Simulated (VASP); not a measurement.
A run of VASP 6.6.1 is set up as follows.

Contents of INCAR:

```
SYSTEM = CuNi2
PREC     = Accurate       ! precision mode
ENCUT    = 520            ! plane-wave cutoff, eV
EDIFF    = 1E-6           ! SCF threshold, eV
ISMEAR   = 0              ! smearing method
SIGMA    = 0.1            ! smearing width, eV
LREAL    = .FALSE.        ! projectors in reciprocal space
LASPH    = .TRUE.         ! aspherical terms in the spheres
NELM     = 150            ! most SCF steps
ALGO     = Fast           ! electronic algorithm
ISIF     = 2              ! what is computed and relaxed
LWAVE    = .FALSE.        ! write WAVECAR
LCHARG   = .TRUE.         ! write CHGCAR
ISPIN    = 2              ! spin polarisation
MAGMOM   = 0 0 2 2 2 2    ! initial moments
LORBIT   = 11             ! projections on sites
LMAXMIX  = 4              ! l up to which the mixer works
GGA      = PE             ! functional
LELF     = .TRUE.         ! ELF
LVHAR    = .TRUE.       
NBANDS   = 44             ! bands
```

File KPOINTS:

```
regular mesh
0
G
  6 6 4
  0 0 0
```

File POSCAR:

```
CuNi2
1.0
    4.3659707900      0.0000000000      0.0000000000
   -2.1829853900      3.7810416200      0.0000000000
    0.0000000000      0.0000000000      3.9825327900
Cu Ni
2 4
Direct
    0.6666666700      0.3333333300      0.0000000000
    0.3333333300      0.6666666700      0.0000000000
    0.0000000000      0.0000000000      0.0000000000
    0.0000000000      0.3333333300      0.5000000000
    0.6666666700      0.6666666700      0.5000000000
    0.3333333300      0.0000000000      0.5000000000
```

Potentials or basis: VASP PAW PBE potentials, release 64 (Cu, Ni).

Command:

```sh
$ cat potpaw_PBE.64/Cu/POTCAR potpaw_PBE.64/Ni/POTCAR > POTCAR
$ mpirun -np 1 vasp_std > vasp.out
```

**Question.** What does it give for the pressure?

**Answer.** 4.9 GPa.

**Question.** What does it give for the largest force?

**Answer.** 0.260 eV/Å.

**Question.** What does it give for the net moment?

**Answer.** 1.61 μB per cell.

Stress tensor (GPa, compression positive):
```
 1.48  0.00  0.00
 0.00  1.48  0.00
 0.00  0.00 11.74
```

Caveat: the k points lie up to 0.39 Å⁻¹ apart.
